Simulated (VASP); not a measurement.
Co3Ir, 4 atoms in the cell. The structure is cubic, space group Pm-3m (No. 221). Conventional cell: a = 3.645 Å, b = 3.645 Å, c = 3.645 Å, α = 90.00°, β = 90.00°, γ = 90.00°. Co (site symmetry 4/mmm) has 8 Co at 2.58 Å and 4 Ir at 2.58 Å within 3.4 Å. Within 3.4 Å of Ir (site symmetry m-3m) lie 12 Co at 2.58 Å. 

* Program: VASP 6.6.1
* Task: single point
* Functional: r2SCAN
* Potentials or basis: VASP PAW PBE potentials, release 64 (Co, Ir)
* Cutoff: 520 eV
* k mesh: 7 × 7 × 7
* Occupations: fermi-dirac, width 0.1 eV
* Spin: collinear spin, ferromagnetic start
* Starting moments: [2.5, 2.5, 2.5, 0.0] μB
* Dipole correction: no
* Further INCAR settings: ALGO = Normal; EDIFF = 1e-06; NBANDS = 30

Potentials or basis: VASP PAW PBE potentials, release 64 (Co, Ir).

Command:

```console
$ cat potpaw_PBE.64/Co/POTCAR potpaw_PBE.64/Ir/POTCAR > POTCAR
$ cp INCAR.step1 INCAR
$ mpirun -np 1 vasp_std > vasp.out
$ cp INCAR.step2 INCAR
$ mpirun -np 1 vasp_std > vasp.out
```

Hardware: 1 thread of Intel(R) Xeon(R) 6975P-C (Granite Rapids), with other jobs on the host.

Q: How long does it take, and how much memory?

A: Run time: 3 min on 1 thread of Intel(R) Xeon(R) 6975P-C (Granite Rapids), on a shared host, peak memory 0.2 GiB. Counts: k points 20.
